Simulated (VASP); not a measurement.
# BaSnAu (P4/mmm) in VASP: further runs

The runs below take BaSnAu through single point, relaxation of cell and atoms, with PBE.

All numbers are computed with VASP 6.6.1; they aren't measurements. Logs are shortened: lines on timing, memory, paths and dates and some standing lists are left out, and cuts for length are marked.

## (1) The cell of the first run

It takes space group P4/mmm (No. 123, tetragonal). The conventional cell has a = 3.398 Å, b = 3.398 Å, c = 9.116 Å, α = 90.00°, β = 90.00°, γ = 90.00°. Ba (site symmetry 4/mmm) has 4 Ba at 3.40 Å within 4.5 Å. Sn (site symmetry 4/mmm) has 4 Au at 2.40 Å within 3.2 Å. Au (site symmetry 4/mmm) has 4 Sn at 2.40 Å within 3.2 Å.

## (2) Single point, PBE

Input file INCAR:

```
PREC = Accurate
ENCUT = 520
EDIFF = 1E-6
ISMEAR = 0
SIGMA = 0.1
LREAL = False
LASPH = True
NELM = 100
ALGO = Normal
ISIF = 2
LWAVE = False
LCHARG = False
GGA = PE
NBANDS = 24
```

Input file KPOINTS:

```
regular mesh
0
Gamma
  6 6 2
```

Input file POSCAR:

```
BaSnAu
1.0
    3.3979511400      0.0000000000      0.0000000000
    0.0000000000      3.3979511400      0.0000000000
    0.0000000000      0.0000000000      9.1155246800
Ba Sn Au
1 1 1
Direct
    0.0000000000      0.0000000000      0.0000000000
    0.5000000000      0.5000000000      0.5000000000
    0.0000000000      0.0000000000      0.5000000000
```

Potentials or basis: VASP PAW PBE potentials, release 64 (Ba_sv, Sn_d, Au).

On the command line:

```bash
cat potpaw_PBE.64/Ba_sv/POTCAR potpaw_PBE.64/Sn_d/POTCAR potpaw_PBE.64/Au/POTCAR > POTCAR
mpirun -np 1 vasp_std > vasp.out
```

OUTCAR:

```text
PREC = Accurate
   ENCUT = 520
   EDIFF = 1E-6
   ISMEAR = 0
   LREAL = False
   LASPH = True
   NELM = 100
   ISIF = 2
   GGA = PE

 ion  position               nearest neighbor table
   1  0.000  0.000  0.000-
   2  0.500  0.500  0.500-   3 2.40   3 2.40   3 2.40   3 2.40
   3  0.000  0.000  0.500-   2 2.40   2 2.40   2 2.40   2 2.40

  LATTYP: Found a simple tetragonal cell.
 ALAT       =     3.3979511400
 C/A-ratio  =     2.6826532532

  Lattice vectors:

 A1 = (   3.3979511400,   0.0000000000,   0.0000000000)
 A2 = (   0.0000000000,   3.3979511400,   0.0000000000)
 A3 = (   0.0000000000,   0.0000000000,   9.1155246800)

Analysis of symmetry for initial positions (statically):
=====================================================================
 Subroutine PRICEL returns:
 Original cell was already a primitive cell.

 Routine SETGRP: Setting up the symmetry group for a
 simple tetragonal supercell.

 Subroutine GETGRP returns: Found 16 space group operations
 (whereof 16 operations were pure point group operations)
 out of a pool of 16 trial point group operations.

The static configuration has the point symmetry D_4h.

Analysis of symmetry for dynamics (positions and initial velocities):
=====================================================================
 Subroutine PRICEL returns:
 Original cell was already a primitive cell.

 Routine SETGRP: Setting up the symmetry group for a
 simple tetragonal supercell.

 Subroutine GETGRP returns: Found 16 space group operations
 (whereof 16 operations were pure point group operations)
 out of a pool of 16 trial point group operations.

The dynamic configuration has the point symmetry D_4h.

 Subroutine INISYM returns: Found 16 space group operations
 (whereof 16 operations are pure point group operations),
 and found     1 'primitive' translations

----------------------------------------------------------------------------------------

                                     Primitive cell

  volume of cell :     105.2485

  direct lattice vectors                    reciprocal lattice vectors
     3.397951140  0.000000000  0.000000000     0.294294991  0.000000000  0.000000000
     0.000000000  3.397951140  0.000000000     0.000000000  0.294294991  0.000000000
     0.000000000  0.000000000  9.115524680     0.000000000  0.000000000  0.109702956

  length of vectors
     3.397951140  3.397951140  9.115524680     0.294294991  0.294294991  0.109702956

  position of ions in fractional coordinates (direct lattice)
     0.000000000  0.000000000  0.000000000
     0.500000000  0.500000000  0.500000000
     0.000000000  0.000000000  0.500000000

  ion indices of the primitive-cell ions
   primitive index   ion index
                 1           1
                 2           2
                 3           3

----------------------------------------------------------------------------------------

 KPOINTS: regular mesh

Automatic generation of k-mesh.
 Grid dimensions read from file:
 generate k-points for:    6    6    2

 Generating k-lattice:

  Cartesian coordinates                     Fractional coordinates (reciprocal lattice)
     0.049049165  0.000000000  0.000000000     0.166666667  0.000000000  0.000000000
     0.000000000  0.049049165  0.000000000     0.000000000  0.166666667  0.000000000
     0.000000000  0.000000000  0.054851478     0.000000000  0.000000000  0.500000000

  Length of vectors
     0.049049165  0.049049165  0.054851478

  Shift w.r.t. Gamma in fractional coordinates (k-lattice)
     0.000000000  0.000000000  0.000000000

 Subroutine IBZKPT returns following result:
 ===========================================

 Found     20 irreducible k-points:

 Following reciprocal coordinates:
            Coordinates               Weight
  0.000000  0.000000  0.000000      1.000000
  0.166667  0.000000  0.000000      4.000000
  0.333333  0.000000  0.000000      4.000000
  0.500000  0.000000  0.000000      2.000000
  0.166667  0.166667  0.000000      4.000000
  0.333333  0.166667  0.000000      8.000000
[... 12 lines left out ...]
  0.500000  0.333333  0.500000      4.000000
  0.500000  0.500000  0.500000      1.000000
   k-points           NKPTS =     20   k-points in BZ     NKDIM =     20   number of bands    NBANDS=     24
   number of dos      NEDOS =    301   number of ions     NIONS =      3
   total plane-waves  NPLWV =  54880
   dimension x,y,z NGX =    28 NGY =   28 NGZ =   70
   dimension x,y,z NGXF=    56 NGYF=   56 NGZF=  140
   ions per type =               1   1   1
   NGX,Y,Z   is equivalent  to a cutoff of  13.70, 13.70, 12.77 a.u.
   NGXF,Y,Z  is equivalent  to a cutoff of  27.40, 27.40, 25.53 a.u.
 SYSTEM =  unknown system
   PREC   = accura    normal or accurate (medium, high low for compatibility)
   ISTART =      0    job   : 0-new  1-cont  2-samecut
   ICHARG =      2    charge: 1-file 2-atom 10-const
   ISPIN  =      1    spin polarized calculation?
   LNONCOLLINEAR =      F non collinear calculations
   LSORBIT =      F    spin-orbit coupling
   LASPH  =      T    aspherical Exc in radial PAW
   ENCUT  =  520.0 eV  38.22 Ry    6.18 a.u.   6.32  6.32 16.95*2*pi/ulx,y,z
   NELM   =    100;   NELMIN=  2; NELMDL= -5     # of ELM steps
   EDIFF  = 0.1E-05   stopping-criterion for ELM
   LREAL  =      F    real-space projection
   EDIFFG = 0.1E-04   stopping-criterion for IOM
   NSW    =      0    number of steps for IOM
   IBRION =     -1    ionic relax: 0-MD 1-quasi-New 2-CG
   NFREE  =      0    steps in history (QN), initial steepest desc. (CG)
   ISIF   =      2    stress and relaxation
   ISYM   =      2    0-nonsym 1-usesym 2-fastsym
   POTIM  = 0.5000    time-step for ionic-motion
   TEBEG  =    0.0;   TEEND  =   0.0 temperature during run
   PSTRESS=    0.0 pullay stress
   NELECT =      35.0000    total number of electrons
   NUPDOWN=      -1.0000    fix difference up-down
   EMIN   =  10.00;   EMAX   =-10.00  energy-range for DOS
   EFERMI =   0.00;   METHOD = LEGACY
   ISMEAR =     0;   SIGMA  =   0.10  broadening in eV -4-tet -1-fermi 0-gaus
   EFERMI_NEDOS =   21; number of points for ismear=-14 and -15
   IALGO  =     38    algorithm
   IMIX   =      4    mixing-type and parameters
     AMIX     =   0.40;   BMIX     =  1.00
     AMIX_MAG =   1.60;   BMIX_MAG =  1.00
  volume/ion in A,a.u.               =      35.08       236.75
  Fermi-wavevector in a.u.,A,eV,Ry     =   1.134207  2.143340 17.502872  1.286425
  Thomas-Fermi vector in A             =   2.270910
   LORBIT       =      0    0 simple, 1 ext, 2 COOP (PROOUT), +10 PAW based schemes
   GGA     = PE    functional components
   LHFCALC =     F    Hartree Fock is set to
   AEXX    =    0.0000 exact exchange contribution
   IVDW    =     0    specifies the selected vdW correction
   LEPSILON=     F    determine dielectric tensor
   LRPA    =     F    only Hartree local field effects (RPA)
 non-spin polarized calculation
 Gauss-broadening in eV      SIGMA  =   0.10
  energy-cutoff  :      520.00
  volume of cell :      105.25
 maximum number of plane-waves:      2864
 NGX is ok and might be reduce to    28
   NGX = 13   NGY = 13   NGZ = 33

 number of electron      34.9999994 magnetization

 Free energy of the ion-electron system (eV)
  ---------------------------------------------------
  ext. energy  EPLUGINS =         0.00000000
  ---------------------------------------------------
  free energy    TOTEN  =        -5.56348615 eV

  energy without entropy =       -5.54864751  energy(sigma->0) =       -5.55606683

 E-fermi :   4.9556     XC(G=0):  -8.7888

 val. band max:        4.9020617107   @ k =   0.3333   0.0000   0.5000
 cond. band min:       5.0020967696   @ k =   0.1667   0.1667   0.0000
 fundamental gap:      0.1000350589
 Fermi energy:         4.9555795153

 k-point     1 :       0.0000    0.0000    0.0000
  band No.  band energies     occupation
      1     -24.3754      2.00000
      2     -17.9292      2.00000
      3     -17.7850      2.00000
      4     -17.7057      2.00000
      5     -17.5033      2.00000
      6     -17.5033      2.00000
[... 16 lines left out ...]
     23       9.8193      0.00000
     24       9.8193      0.00000

 k-point     2 :       0.1667    0.0000    0.0000
  band No.  band energies     occupation
      1     -24.3055      2.00000
      2     -17.8790      2.00000
      3     -17.7390      2.00000
      4     -17.6663      2.00000
      5     -17.5128      2.00000
      6     -17.4996      2.00000
[... 16 lines left out ...]
     23       9.6242      0.00000
     24       9.9936      0.00000

 k-point     3 :       0.3333    0.0000    0.0000
  band No.  band energies     occupation
      1     -24.1601      2.00000
      2     -17.7759      2.00000
      3     -17.6699      2.00000
      4     -17.5636      2.00000
      5     -17.5318      2.00000
      6     -17.4920      2.00000
[... 16 lines left out ...]
     23       9.0270      0.00000
     24      10.2938      0.00000

 k-point     4 :       0.5000    0.0000    0.0000
  band No.  band energies     occupation
      1     -24.0844      2.00000
      2     -17.7229      2.00000
      3     -17.6420      2.00000
      4     -17.5412      2.00000
      5     -17.5051      2.00000
      6     -17.4882      2.00000
[... 16 lines left out ...]
     23       8.3864      0.00000
     24      10.6226      0.00000

 k-point     5 :       0.1667    0.1667    0.0000
  band No.  band energies     occupation
      1     -24.2362      2.00000
      2     -17.8661      2.00000
      3     -17.6889      2.00000
      4     -17.6341      2.00000
      5     -17.5172      2.00000
      6     -17.5052      2.00000
[... 343 lines left out ...]
 k-point    18 :       0.3333    0.3333    0.5000
  band No.  band energies     occupation
      1     -23.9503      2.00000
      2     -17.8690      2.00000
      3     -17.5840      2.00000
      4     -17.5452      2.00000
      5     -17.5333      2.00000
      6     -17.5185      2.00000
[... 16 lines left out ...]
     23       8.7772      0.00000
     24       9.5085      0.00000

 k-point    19 :       0.5000    0.3333    0.5000
  band No.  band energies     occupation
      1     -23.8766      2.00000
      2     -17.8868      2.00000
      3     -17.5936      2.00000
      4     -17.5549      2.00000
      5     -17.5418      2.00000
      6     -17.4771      2.00000
[... 16 lines left out ...]
     23       6.8211      0.00000
     24       9.7977      0.00000

 k-point    20 :       0.5000    0.5000    0.5000
  band No.  band energies     occupation
      1     -23.8037      2.00000
      2     -17.9389      2.00000
      3     -17.5994      2.00000
      4     -17.5594      2.00000
      5     -17.5594      2.00000
      6     -17.4453      2.00000
[... 16 lines left out ...]
     23       7.7148      0.00000
     24      10.2356      0.00000

------------------------ aborting loop because EDIFF is reached ----------------------------------------

  FORCE on cell =-STRESS in cart. coord.  units (eV):
  Direction    XX          YY          ZZ          XY          YZ          ZX
  --------------------------------------------------------------------------------------
  -------------------------------------------------------------------------------------
  Total       23.1119633     23.1119633     -3.0574649      0.0000000      0.0000000      0.0000000
  in kB      351.8288841    351.8288841    -46.5431886      0.0000000      0.0000000      0.0000000
  external PRESSURE =     219.0381932 kB  Pullay stress =       0.0000000 kB

 VOLUME and BASIS-vectors are now :
 -----------------------------------------------------------------------------
  energy-cutoff  :      520.00
  volume of cell :      105.25
      direct lattice vectors                 reciprocal lattice vectors
     3.397951140  0.000000000  0.000000000     0.294294991  0.000000000  0.000000000
     0.000000000  3.397951140  0.000000000     0.000000000  0.294294991  0.000000000
     0.000000000  0.000000000  9.115524680     0.000000000  0.000000000  0.109702956

 POSITION                                       TOTAL-FORCE (eV/Angst)
 -----------------------------------------------------------------------------------
      0.00000      0.00000      0.00000         0.000000      0.000000      0.000000
      1.69898      1.69898      4.55776         0.000000      0.000000      0.000000
      0.00000      0.00000      4.55776         0.000000      0.000000      0.000000
 -----------------------------------------------------------------------------------
    total drift:                                0.000000      0.000000      0.000000

  FREE ENERGIE OF THE ION-ELECTRON SYSTEM (eV)
  ---------------------------------------------------
  free  energy   TOTEN  =        -5.5634861456 eV

  energy  without entropy=       -5.5486475093  energy(sigma->0) =       -5.55606683
```

Wall time 55 s (1 thread of AMD EPYC 7R43 (Zen 3), shared host); peak memory 0.22 GiB.

Results:

```yaml
Free_energy: -5.5635 eV
Pressure: 21.9 GPa
```

Caveat: spin-orbit coupling is left out, which moves the levels of the heavy elements.

## (3) Single point, PBE

This run uses another cell than the first one, of 34.67 Å³/atom, 0.988 times its volume.

Input file INCAR:

```
ALGO = Normal ; EDIFF = 1E-7
ENCUT = 520 ; GGA = PE
ISIF = 2 ; ISMEAR = 0
LASPH = T ; LCHARG = T
LELF = T ; LREAL = F
LVHAR = T ; LWAVE = F
NBANDS = 24 ; NELM = 100
PREC = Accurate ; SIGMA = 0.1
```

Input file KPOINTS:

```
k-points
0
Gamma
  6 6 2
```

Input file POSCAR:

```
BaSnAu
1.0
    4.0636649116      0.0000000000      0.0000000000
    0.0000000000      4.0636649116      0.0000000000
    0.0000000000      0.0000000000      6.2986486278
Ba Sn Au
1 1 1
Direct
    0.0000000000      0.0000000000      0.0000000000
    0.5000000000      0.5000000000      0.5000000000
    0.0000000000      0.0000000000      0.5000000000
```

Potentials or basis: VASP PAW PBE potentials, release 64 (Ba_sv, Sn_d, Au).

On the command line:

```bash
cat potpaw_PBE.64/Ba_sv/POTCAR potpaw_PBE.64/Sn_d/POTCAR potpaw_PBE.64/Au/POTCAR > POTCAR
mpirun -np 1 vasp_std > vasp.out
```

OUTCAR:

```text
EDIFF = 1E-7
   ENCUT = 520
   GGA = PE
   ISIF = 2
   ISMEAR = 0
   LASPH = T
   LREAL = F
   NELM = 100
   PREC = Accurate

 ion  position               nearest neighbor table
   1  0.000  0.000  0.000-   3 3.15   3 3.15
   2  0.500  0.500  0.500-   3 2.87   3 2.87   3 2.87   3 2.87
   3  0.000  0.000  0.500-   2 2.87   2 2.87   2 2.87   2 2.87   1 3.15   1 3.15

  LATTYP: Found a simple tetragonal cell.
 ALAT       =     4.0636649116
 C/A-ratio  =     1.5499921290

  Lattice vectors:

 A1 = (   4.0636649116,   0.0000000000,   0.0000000000)
 A2 = (   0.0000000000,   4.0636649116,   0.0000000000)
 A3 = (   0.0000000000,   0.0000000000,   6.2986486278)

Analysis of symmetry for initial positions (statically):
=====================================================================
 Subroutine PRICEL returns:
 Original cell was already a primitive cell.

 Routine SETGRP: Setting up the symmetry group for a
 simple tetragonal supercell.
[... 158 lines left out ...]
  ext. energy  EPLUGINS =         0.00000000
  ---------------------------------------------------
  free energy    TOTEN  =        -9.81320917 eV

  energy without entropy =       -9.80053643  energy(sigma->0) =       -9.80687280

 E-fermi :   4.5816     XC(G=0):  -9.1273

 val. band max:        4.5655012597   @ k =   0.1667   0.1667   0.0000
 cond. band min:       4.6480122368   @ k =   0.3333   0.0000   0.0000
 fundamental gap:      0.0825109772
 Fermi energy:         4.5816230596

 k-point     1 :       0.0000    0.0000    0.0000
  band No.  band energies     occupation
      1     -24.3926      2.00000
      2     -16.6440      2.00000
      3     -16.6254      2.00000
      4     -16.5885      2.00000
      5     -16.5748      2.00000
      6     -16.5748      2.00000
[... 529 lines left out ...]
     23       7.7007      0.00000
     24       8.8209      0.00000

------------------------ aborting loop because EDIFF is reached ----------------------------------------

  FORCE on cell =-STRESS in cart. coord.  units (eV):
  Direction    XX          YY          ZZ          XY          YZ          ZX
  --------------------------------------------------------------------------------------
  -------------------------------------------------------------------------------------
  Total        0.1644064      0.1644064      0.5641998      0.0000000      0.0000000      0.0000000
  in kB        2.5324806      2.5324806      8.6908112      0.0000000      0.0000000      0.0000000
  external PRESSURE =       4.5852575 kB  Pullay stress =       0.0000000 kB

 VOLUME and BASIS-vectors are now :
 -----------------------------------------------------------------------------
  energy-cutoff  :      520.00
  volume of cell :      104.01
      direct lattice vectors                 reciprocal lattice vectors
     4.063664912  0.000000000  0.000000000     0.246083282  0.000000000  0.000000000
     0.000000000  4.063664912  0.000000000     0.000000000  0.246083282  0.000000000
     0.000000000  0.000000000  6.298648628     0.000000000  0.000000000  0.158764214

 POSITION                                       TOTAL-FORCE (eV/Angst)
 -----------------------------------------------------------------------------------
      0.00000      0.00000      0.00000         0.000000      0.000000      0.000000
      2.03183      2.03183      3.14932         0.000000      0.000000      0.000000
      0.00000      0.00000      3.14932         0.000000      0.000000      0.000000
 -----------------------------------------------------------------------------------
    total drift:                                0.000000      0.000000      0.000000

  FREE ENERGIE OF THE ION-ELECTRON SYSTEM (eV)
  ---------------------------------------------------
  free  energy   TOTEN  =        -9.8132091683 eV

  energy  without entropy=       -9.8005364253  energy(sigma->0) =       -9.80687280
```

OSZICAR:

```text
N       E                     dE             d eps       ncg     rms          rms(c)
DAV:   1     0.299360035851E+03    0.29936E+03   -0.16155E+04   976   0.159E+03
DAV:   2     0.172238169822E+02   -0.28214E+03   -0.26851E+03  1048   0.425E+02
DAV:   3    -0.930819705221E+01   -0.26532E+02   -0.25956E+02  1160   0.117E+02
DAV:   4    -0.102142702412E+02   -0.90607E+00   -0.90274E+00  1288   0.225E+01
DAV:   5    -0.102468127416E+02   -0.32543E-01   -0.32536E-01  1272   0.379E+00    0.580E+00
DAV:   6    -0.985737092573E+01    0.38944E+00   -0.19946E+00  1072   0.856E+00    0.358E+00
DAV:   7    -0.982229773313E+01    0.35073E-01   -0.12294E-01  1216   0.225E+00    0.199E+00
DAV:   8    -0.981336372122E+01    0.89340E-02   -0.49407E-02  1176   0.156E+00    0.275E-01
DAV:   9    -0.981308034521E+01    0.28338E-03   -0.46566E-03  1128   0.494E-01    0.158E-01
DAV:  10    -0.981317746090E+01   -0.97116E-04   -0.56519E-04  1184   0.200E-01    0.320E-02
DAV:  11    -0.981320401550E+01   -0.26555E-04   -0.77403E-05  1144   0.673E-02    0.101E-02
DAV:  12    -0.981320896762E+01   -0.49521E-05   -0.15106E-05  1176   0.312E-02    0.352E-03
DAV:  13    -0.981320924367E+01   -0.27605E-06   -0.12390E-06  1368   0.731E-03    0.212E-03
DAV:  14    -0.981320916832E+01    0.75350E-07   -0.10693E-07   824   0.245E-03
   1 F= -.98132092E+01 E0= -.98068728E+01  d E =-.126727E-01
```

Run time: 45 s. Hardware: 1 thread of AMD EPYC 7R43 (Zen 3), shared host; peak memory 0.2 GiB.

What came out:

| Property | Result |
| --- | --- |
| Free energy | -9.8132 eV |
| Pressure | 0.5 GPa |

Levels at points of the mesh, in eV from the Fermi level:
```tsv
k point	band 14	band 15	band 16	band 17	band 18	band 19	band 20	band 21
(0.00, 0.00, 0.00)	-4.22	-4.21	-1.37	-1.10	0.47	0.94	0.94	1.45
(0.50, 0.00, 0.00)	-4.65	-4.20	-3.71	-0.24	0.43	2.45	2.50	2.59
(0.50, 0.50, 0.00)	-3.81	-2.49	-2.25	-2.25	-2.14	0.14	0.60	1.74
(0.00, 0.00, 0.50)	-4.14	-3.93	-3.01	0.20	0.42	0.56	0.56	1.74
(0.50, 0.00, 0.50)	-4.13	-4.02	-3.37	-0.25	-0.08	1.03	1.52	2.65
(0.50, 0.50, 0.50)	-3.81	-2.59	-2.59	-1.96	-1.79	-1.40	1.33	2.78
```

Caveat: the k points lie up to 0.50 Å⁻¹ apart; spin-orbit coupling is left out, which moves the levels of the heavy elements.

[end of part 1 of 2]
